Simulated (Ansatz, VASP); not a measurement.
**MgSe: VASP beside Ansatz**

INCAR

```
SYSTEM = MgSe
PREC = Accurate
ENCUT = 600
EDIFF = 1E-6
ISMEAR = 0
SIGMA = 0.01
LREAL = .False.
LASPH = .True.
NELM = 120
ALGO = Normal
ISIF = 2
LWAVE = .False.
LCHARG = .True.
GGA = PS
LELF = .True.
LVHAR = .True.
NBANDS = 11
GGA_COMPAT = .False.
```

Contents of KPOINTS:

```
Automatic mesh
0
Gamma
  5 5 5
  0 0 0
```

Contents of POSCAR:

```
MgSe
1.0
    0.0000000000      2.7963236656      2.7963236656
    2.7963236656      0.0000000000      2.7963236656
    2.7963236656      2.7963236656      0.0000000000
Mg Se
1 1
Direct
    0.0000000000      0.0000000000      0.0000000000
    0.5000000000      0.5000000000      0.5000000000
```

Input for Ansatz:

```yaml
crystal:
  lattice:
    - [0.0, 2.7963236656004025, 2.7963236656004025]
    - [2.7963236656004025, 0.0, 2.7963236656004025]
    - [2.7963236656004025, 2.7963236656004025, 0.0]
  atoms:
    - { symbol: Mg, position: [0.0, 0.0, 0.0] }
    - { symbol: Se, position: [0.5, 0.5, 0.5] }
accuracy: low
basis:
  ecutwfc: 500.0
kpoints:
  mp_grid:
    grid: [5, 5, 5]
hamiltonian:
  xc: pbesol
scf:
  occupations:
    method: fixed
output:
  stress: true
```

Alike in both runs: task single point; functional PBEsol; k mesh 5 × 5 × 5; no spin polarisation.

|  | VASP | Ansatz |
| --- | --- | --- |
| version | VASP 6.6.1 | Ansatz 0.2.0 |
| potentials or method | VASP PAW PBE potentials, release 64 (Mg, Se), cutoff 600 eV | plane waves, PAW |
| occupations | gaussian, width 0.01 eV | fixed |
| valence electrons in the cell | 8 | 26 |

```csv
,VASP,Ansatz,Ansatz less VASP
pressure (GPa),-4.3,-4.2,+0.08
```

VASP's potentials were made for PBE, not for PBEsol. VASP's potentials hold 8 valence electrons a cell and Ansatz's 26, so a difference there can come from the potentials and not from the codes.
